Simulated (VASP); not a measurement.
# CsPbCl3 (Pm-3m) in VASP: a series of runs

Aim: see how the results for CsPbCl3 move with the level of theory and the settings. Levels: PBE, PBEsol, LDA. Tasks: relaxation of cell and atoms.

All numbers are computed with VASP 6.6.1; they aren't measurements. Logs are shortened: lines on timing, memory, paths and dates and some standing lists are left out, and cuts for length are marked.

### Step 1. The cell of the first run

Symmetry: Pm-3m, No. 221, cubic system. Conventional cell: a = 5.605 Å, b = 5.605 Å, c = 5.605 Å, α = 90.00°, β = 90.00°, γ = 90.00°. Within 5.2 Å of Cs (site symmetry m-3m) lie 12 Cl at 3.96 Å and 8 Pb at 4.85 Å. Within 3.7 Å of Pb (site symmetry m-3m) lie 6 Cl at 2.80 Å. Within 3.7 Å of Cl (site symmetry 4/mmm) lie 2 Pb at 2.80 Å.

### Step 2. Relaxation of cell and atoms, PBE

The input, INCAR:

```
SYSTEM = CsPbCl3
  PREC = Accurate
  ENCUT = 600
  EDIFF = 1E-6
  ISMEAR = -1
  SIGMA = 0.02
  LREAL = .False.
  LASPH = .True.
  NELM = 60
  ALGO = Normal
  ISIF = 3
  LWAVE = .False.
  LCHARG = .False.
  GGA = PE
  IBRION = 2
  NSW = 80
  EDIFFG = -0.01
```

The input, KPOINTS:

```
Automatic mesh
0
Gamma
  6 6 6
  0 0 0
```

The input, POSCAR:

```
CsPbCl3
1.0
    5.6050000000      0.0000000000      0.0000000000
    0.0000000000      5.6050000000      0.0000000000
    0.0000000000      0.0000000000      5.6050000000
Cs Pb Cl
1 1 3
Direct
    0.0000000000      0.0000000000      0.0000000000
    0.5000000000      0.5000000000      0.5000000000
    0.5000000000      0.5000000000      0.0000000000
    0.0000000000      0.5000000000      0.5000000000
    0.5000000000      0.0000000000      0.5000000000
```

Potentials or basis: VASP PAW PBE potentials, release 64 (Cs_sv, Pb_d, Cl).

The run is started by

```
$ cat potpaw_PBE.64/Cs_sv/POTCAR potpaw_PBE.64/Pb_d/POTCAR potpaw_PBE.64/Cl/POTCAR > POTCAR
$ mpirun -np 1 vasp_std > vasp.out
```

OUTCAR:

```text
SYSTEM = CsPbCl3
   PREC = Accurate
   ENCUT = 600
   EDIFF = 1E-6
   ISMEAR = -1
   LREAL = .False.
   LASPH = .True.
   NELM = 60
   ISIF = 3
   GGA = PE
   IBRION = 2
   NSW = 80
   EDIFFG = -0.01

 ion  position               nearest neighbor table
   1  0.000  0.000  0.000-
   2  0.500  0.500  0.500-   3 2.80   4 2.80   5 2.80   3 2.80   5 2.80   4 2.80
   3  0.500  0.500  0.000-   2 2.80   2 2.80
   4  0.000  0.500  0.500-   2 2.80   2 2.80
   5  0.500  0.000  0.500-   2 2.80   2 2.80

  LATTYP: Found a simple cubic cell.
 ALAT       =     5.6050000000

  Lattice vectors:

 A1 = (   5.6050000000,   0.0000000000,   0.0000000000)
 A2 = (   0.0000000000,   5.6050000000,   0.0000000000)
 A3 = (   0.0000000000,   0.0000000000,   5.6050000000)

Analysis of symmetry for initial positions (statically):
=====================================================================
 Subroutine PRICEL returns:
 Original cell was already a primitive cell.

 Routine SETGRP: Setting up the symmetry group for a
 simple cubic supercell.

 Subroutine GETGRP returns: Found 48 space group operations
 (whereof 48 operations were pure point group operations)
 out of a pool of 48 trial point group operations.

The static configuration has the point symmetry O_h .

Analysis of symmetry for dynamics (positions and initial velocities):
=====================================================================
 Subroutine PRICEL returns:
 Original cell was already a primitive cell.

 Routine SETGRP: Setting up the symmetry group for a
 simple cubic supercell.

 Subroutine GETGRP returns: Found 48 space group operations
 (whereof 48 operations were pure point group operations)
 out of a pool of 48 trial point group operations.

The dynamic configuration has the point symmetry O_h .

 Subroutine INISYM returns: Found 48 space group operations
 (whereof 48 operations are pure point group operations),
 and found     1 'primitive' translations

----------------------------------------------------------------------------------------

                                     Primitive cell

  volume of cell :     176.0868

  direct lattice vectors                    reciprocal lattice vectors
     5.605000000  0.000000000  0.000000000     0.178412132  0.000000000  0.000000000
     0.000000000  5.605000000  0.000000000     0.000000000  0.178412132  0.000000000
     0.000000000  0.000000000  5.605000000     0.000000000  0.000000000  0.178412132

  length of vectors
     5.605000000  5.605000000  5.605000000     0.178412132  0.178412132  0.178412132

  position of ions in fractional coordinates (direct lattice)
     0.000000000  0.000000000  0.000000000
     0.500000000  0.500000000  0.500000000
     0.500000000  0.500000000  0.000000000
     0.000000000  0.500000000  0.500000000
     0.500000000  0.000000000  0.500000000

  ion indices of the primitive-cell ions
   primitive index   ion index
                 1           1
                 2           2
                 3           3
                 4           4
                 5           5

----------------------------------------------------------------------------------------

 KPOINTS: Automatic mesh

Automatic generation of k-mesh.
 Grid dimensions read from file:
 generate k-points for:    6    6    6

 Generating k-lattice:

  Cartesian coordinates                     Fractional coordinates (reciprocal lattice)
     0.029735355  0.000000000  0.000000000     0.166666667  0.000000000  0.000000000
     0.000000000  0.029735355  0.000000000     0.000000000  0.166666667  0.000000000
     0.000000000  0.000000000  0.029735355     0.000000000  0.000000000  0.166666667

  Length of vectors
     0.029735355  0.029735355  0.029735355

  Shift w.r.t. Gamma in fractional coordinates (k-lattice)
     0.000000000  0.000000000  0.000000000

 Subroutine IBZKPT returns following result:
 ===========================================

 Found     20 irreducible k-points:

 Following reciprocal coordinates:
            Coordinates               Weight
  0.000000  0.000000  0.000000      1.000000
  0.166667  0.000000  0.000000      6.000000
  0.333333  0.000000  0.000000      6.000000
  0.500000  0.000000  0.000000      3.000000
  0.166667  0.166667  0.000000     12.000000
  0.333333  0.166667  0.000000     24.000000
[... 12 lines left out ...]
  0.500000  0.500000  0.333333      6.000000
  0.500000  0.500000  0.500000      1.000000
   k-points           NKPTS =     20   k-points in BZ     NKDIM =     20   number of bands    NBANDS=     26
   number of dos      NEDOS =    301   number of ions     NIONS =      5
   total plane-waves  NPLWV = 110592
   dimension x,y,z NGX =    48 NGY =   48 NGZ =   48
   dimension x,y,z NGXF=    96 NGYF=   96 NGZF=   96
   ions per type =               1   1   3
   NGX,Y,Z   is equivalent  to a cutoff of  14.24, 14.24, 14.24 a.u.
   NGXF,Y,Z  is equivalent  to a cutoff of  28.47, 28.47, 28.47 a.u.
 SYSTEM =  CsPbCl3
   PREC   = accura    normal or accurate (medium, high low for compatibility)
   ISTART =      0    job   : 0-new  1-cont  2-samecut
   ICHARG =      2    charge: 1-file 2-atom 10-const
   ISPIN  =      1    spin polarized calculation?
   LNONCOLLINEAR =      F non collinear calculations
   LSORBIT =      F    spin-orbit coupling
   LASPH  =      T    aspherical Exc in radial PAW
   ENCUT  =  600.0 eV  44.10 Ry    6.64 a.u.  11.19 11.19 11.19*2*pi/ulx,y,z
   NELM   =     60;   NELMIN=  2; NELMDL= -5     # of ELM steps
   EDIFF  = 0.1E-05   stopping-criterion for ELM
   LREAL  =      F    real-space projection
   EDIFFG = -.1E-01   stopping-criterion for IOM
   NSW    =     80    number of steps for IOM
   IBRION =      2    ionic relax: 0-MD 1-quasi-New 2-CG
   NFREE  =      1    steps in history (QN), initial steepest desc. (CG)
   ISIF   =      3    stress and relaxation
   ISYM   =      2    0-nonsym 1-usesym 2-fastsym
   POTIM  = 0.5000    time-step for ionic-motion
   TEBEG  =    0.0;   TEEND  =   0.0 temperature during run
   PSTRESS=    0.0 pullay stress
   NELECT =      44.0000    total number of electrons
   NUPDOWN=      -1.0000    fix difference up-down
   EMIN   =  10.00;   EMAX   =-10.00  energy-range for DOS
   EFERMI =   0.00;   METHOD = LEGACY
   ISMEAR =    -1;   SIGMA  =   0.02  broadening in eV -4-tet -1-fermi 0-gaus
   EFERMI_NEDOS =   21; number of points for ismear=-14 and -15
   IALGO  =     38    algorithm
   IMIX   =      4    mixing-type and parameters
     AMIX     =   0.40;   BMIX     =  1.00
     AMIX_MAG =   1.60;   BMIX_MAG =  1.00
  volume/ion in A,a.u.               =      35.22       237.66
  Fermi-wavevector in a.u.,A,eV,Ry     =   1.031138  1.948568 14.466333  1.063245
  Thomas-Fermi vector in A             =   2.165271
   LORBIT       =      0    0 simple, 1 ext, 2 COOP (PROOUT), +10 PAW based schemes
   GGA     = PE    functional components
   LHFCALC =     F    Hartree Fock is set to
   AEXX    =    0.0000 exact exchange contribution
   IVDW    =     0    specifies the selected vdW correction
   LEPSILON=     F    determine dielectric tensor
   LRPA    =     F    only Hartree local field effects (RPA)
 conjugate gradient relaxation of ions
 non-spin polarized calculation
  energy-cutoff  :      600.00
  volume of cell :      176.09
 maximum number of plane-waves:      5910
 NGX is ok and might be reduce to    48
   NGX = 23   NGY = 23   NGZ = 23

--------------------------------------- Ionic step        1  -------------------------------------------

 number of electron      43.9999992 magnetization

 Free energy of the ion-electron system (eV)
  ---------------------------------------------------
  ext. energy  EPLUGINS =         0.00000000
  ---------------------------------------------------
  free energy    TOTEN  =       -17.50059754 eV

  energy without entropy =      -17.50059754  energy(sigma->0) =      -17.50059754

------------------------ aborting loop because EDIFF is reached ----------------------------------------

  FORCE on cell =-STRESS in cart. coord.  units (eV):
  Direction    XX          YY          ZZ          XY          YZ          ZX
  --------------------------------------------------------------------------------------
  -------------------------------------------------------------------------------------
  Total        1.9366871      1.9366871      1.9366871      0.0000000      0.0000000      0.0000000
  in kB       17.6215129     17.6215129     17.6215129      0.0000000      0.0000000      0.0000000
  external PRESSURE =      17.6215129 kB  Pullay stress =       0.0000000 kB

 VOLUME and BASIS-vectors are now :
 -----------------------------------------------------------------------------
  energy-cutoff  :      600.00
  volume of cell :      176.09
      direct lattice vectors                 reciprocal lattice vectors
     5.605000000  0.000000000  0.000000000     0.178412132  0.000000000  0.000000000
     0.000000000  5.605000000  0.000000000     0.000000000  0.178412132  0.000000000
     0.000000000  0.000000000  5.605000000     0.000000000  0.000000000  0.178412132

 POSITION                                       TOTAL-FORCE (eV/Angst)
 -----------------------------------------------------------------------------------
      0.00000      0.00000      0.00000         0.000000      0.000000      0.000000
      2.80250      2.80250      2.80250         0.000000      0.000000      0.000000
      2.80250      2.80250      0.00000         0.000000      0.000000      0.000000
      0.00000      2.80250      2.80250         0.000000      0.000000      0.000000
      2.80250      0.00000      2.80250         0.000000      0.000000      0.000000
 -----------------------------------------------------------------------------------
    total drift:                                0.000000     -0.000000     -0.000000

  FREE ENERGIE OF THE ION-ELECTRON SYSTEM (eV)
  ---------------------------------------------------
  free  energy   TOTEN  =       -17.5005975434 eV
[... 26 lines left out ...]
 POSITION                                       TOTAL-FORCE (eV/Angst)
 -----------------------------------------------------------------------------------
      0.00000      0.00000      0.00000         0.000000     -0.000000      0.000000
      2.85487      2.85487      2.85487        -0.000000      0.000000      0.000000
      2.85487      2.85487      0.00000         0.000000     -0.000000      0.000000
      0.00000      2.85487      2.85487         0.000000     -0.000000      0.000000
      2.85487      0.00000      2.85487         0.000000     -0.000000      0.000000
 -----------------------------------------------------------------------------------
    total drift:                                0.000000     -0.000000     -0.000000

  FREE ENERGIE OF THE ION-ELECTRON SYSTEM (eV)
  ---------------------------------------------------
  free  energy   TOTEN  =       -17.5627384847 eV

  energy  without entropy=      -17.5627384847  energy(sigma->0) =      -17.56273848

--------------------------------------- Ionic step        3  -------------------------------------------

 number of electron      44.0000012 magnetization

 Free energy of the ion-electron system (eV)
  ---------------------------------------------------
  ext. energy  EPLUGINS =         0.00000000
  ---------------------------------------------------
  free energy    TOTEN  =       -17.56486198 eV

  energy without entropy =      -17.56486198  energy(sigma->0) =      -17.56486198

 E-fermi :   1.3739     XC(G=0):  -7.5298

 val. band max:        0.9582097032   @ k =   0.5000   0.5000   0.5000
 cond. band min:       3.1749335717   @ k =   0.5000   0.5000   0.5000
 fundamental gap:      2.2167238685
 Fermi energy:         1.3739353259

 k-point     1 :       0.0000    0.0000    0.0000
  band No.  band energies     occupation
      1     -20.0741      2.00000
      2     -15.5478      2.00000
      3     -15.5478      2.00000
      4     -15.3893      2.00000
      5     -15.3893      2.00000
      6     -15.3893      2.00000
[... 18 lines left out ...]
     25       5.7080      0.00000
     26       6.5942      0.00000

 k-point     2 :       0.1667    0.0000    0.0000
  band No.  band energies     occupation
      1     -20.0737      2.00000
      2     -15.5477      2.00000
      3     -15.5304      2.00000
      4     -15.3896      2.00000
      5     -15.3896      2.00000
      6     -15.3893      2.00000
[... 553 lines left out ...]
 VOLUME and BASIS-vectors are now :
 -----------------------------------------------------------------------------
  energy-cutoff  :      600.00
  volume of cell :      188.63
      direct lattice vectors                 reciprocal lattice vectors
     5.735058785  0.000000000  0.000000000     0.174366129 -0.000000000 -0.000000000
     0.000000000  5.735058785 -0.000000000    -0.000000000  0.174366129 -0.000000000
     0.000000000  0.000000000  5.735058785    -0.000000000  0.000000000  0.174366129

 POSITION                                       TOTAL-FORCE (eV/Angst)
 -----------------------------------------------------------------------------------
      0.00000      0.00000      0.00000         0.000000     -0.000000      0.000000
      2.86753      2.86753      2.86753        -0.000000      0.000000      0.000000
      2.86753      2.86753      0.00000         0.000000     -0.000000      0.000000
      0.00000      2.86753      2.86753         0.000000     -0.000000      0.000000
      2.86753      0.00000      2.86753         0.000000     -0.000000      0.000000
 -----------------------------------------------------------------------------------
    total drift:                                0.000000     -0.000000     -0.000000

  FREE ENERGIE OF THE ION-ELECTRON SYSTEM (eV)
  ---------------------------------------------------
  free  energy   TOTEN  =       -17.5648619801 eV

  energy  without entropy=      -17.5648619801  energy(sigma->0) =      -17.56486198

 reached required accuracy - stopping structural energy minimisation
```

Run time: 1.9 min. Hardware: 1 thread of Intel Xeon 6975P-C (Granite Rapids), shared host; peak memory 0.41 GiB.

Results:

```
Free energy                           : -17.5649 eV
Relaxed volume                        : 37.73 Å³/atom
Relaxed cell                          : a = 5.735 Å, b = 5.735 Å, c = 5.735 Å, α = 90.00°, β = 90.00°, γ = 90.00°
Space group after relaxing (to 0.1 Å) : Pm-3m (No. 221)
Energy gained by relaxing             : 12.9 meV/atom
Ionic steps                           : 3
Pressure after relaxing               : 0.0 GPa
Band gap on the k mesh                : 2.22 eV
```

The path:
```csv
step,energy change (eV),largest force (eV/Å),pressure (GPa),volume (Å³)
1,0.0000,0.0000,1.76,176.09
2,-0.0621,0.0000,0.29,186.14
3,-0.0643,0.0000,-0.02,188.63
```

Final structure:
```xyz
5
Lattice="5.7351 0.0000 0.0000 0.0000 5.7351 0.0000 0.0000 0.0000 5.7351" Properties=species:S:1:pos:R:3 pbc="T T T"
Cs    0.0000    0.0000    0.0000
Pb    2.8675    2.8675    2.8675
Cl    2.8675    2.8675    0.0000
Cl    0.0000    2.8675    2.8675
Cl    2.8675    0.0000    2.8675
```

Caveat: spin-orbit coupling is left out, which moves the levels of the heavy elements.

### Step 3. Relaxation of cell and atoms, PBEsol

The input, INCAR:

```
SYSTEM = CsPbCl3
ALGO = Normal ; EDIFF = 1E-7
EDIFFG = -0.01 ; ENCUT = 600
GGA = PS ; IBRION = 2
ISIF = 3 ; ISMEAR = -1
LASPH = .True. ; LCHARG = .False.
LREAL = .False. ; LWAVE = .False.
NELM = 100 ; NSW = 80
PREC = Accurate ; SIGMA = 0.02
```

The input, KPOINTS:

```
k-points
0
Gamma
  6 6 6
  0 0 0
```

POSCAR is that of step 2.

Potentials or basis: VASP PAW PBE potentials, release 64 (Cs_sv, Pb_d, Cl).

The run is started by

```
$ cat potpaw_PBE.64/Cs_sv/POTCAR potpaw_PBE.64/Pb_d/POTCAR potpaw_PBE.64/Cl/POTCAR > POTCAR
$ mpirun -np 1 vasp_std > vasp.out
```

Wall time 82 s (1 thread of Intel Xeon 6975P-C (Granite Rapids), shared host); peak memory 0.4 GiB.

It converged, with:

* Free energy: -18.3827 eV
* Relaxed volume: 35.43 Å³/atom
* Relaxed cell: a = 5.617 Å, b = 5.617 Å, c = 5.617 Å, α = 90.00°, β = 90.00°, γ = 90.00°
* Space group after relaxing (to 0.1 Å): Pm-3m (No. 221)
* Energy gained by relaxing: 0.2 meV/atom
* Ionic steps: 2
* Pressure after relaxing: 0.0 GPa
* Band gap on the k mesh: 1.83 eV

The path:
```tsv
step	energy change (eV)	largest force (eV/Å)	pressure (GPa)	volume (Å³)
1	0.0000	0.0000	0.19	176.09
2	-0.0008	0.0000	0.03	177.17
```

Final structure:
```cif
data_structure
_symmetry_space_group_name_H-M 'P 1'
_symmetry_Int_Tables_number 1
_cell_length_a 5.6165
_cell_length_b 5.6165
_cell_length_c 5.6165
_cell_angle_alpha 90.000
_cell_angle_beta 90.000
_cell_angle_gamma 90.000
_cell_volume 177.17
loop_
_atom_site_label
_atom_site_type_symbol
_atom_site_fract_x
_atom_site_fract_y
_atom_site_fract_z
_atom_site_occupancy
Cs1 Cs 0.00000 0.00000 0.00000 1
Pb1 Pb 0.50000 0.50000 0.50000 1
Cl1 Cl 0.50000 0.50000 0.00000 1
Cl2 Cl 0.00000 0.50000 0.50000 1
Cl3 Cl 0.50000 0.00000 0.50000 1
```

Levels at points of the mesh, in eV from the valence-band top:
| k point | band 19 | band 20 | band 21 | band 22 | band 23 | band 24 | band 25 | band 26 |
| --- | --- | --- | --- | --- | --- | --- | --- | --- |
| (0.00, 0.00, 0.00) | -2.59 | -2.49 | -2.49 | -2.49 | 3.24 | 4.25 | 4.25 | 5.15 |
| (0.50, 0.00, 0.00) | -2.70 | -2.60 | -2.60 | -1.67 | 2.94 | 4.62 | 5.17 | 5.25 |
| (0.50, 0.50, 0.00) | -2.78 | -2.72 | -2.17 | -0.81 | 2.43 | 2.43 | 4.85 | 5.34 |
| (0.50, 0.50, 0.50) | -2.16 | -2.16 | -2.16 | 0.00 | 1.83 | 1.83 | 1.83 | 5.02 |

Caveat: the PAW data sets were made with another functional, which shifts forces and pressure a little; spin-orbit coupling is left out, which moves the levels of the heavy elements.

(Part 1 of 2 ends here.)
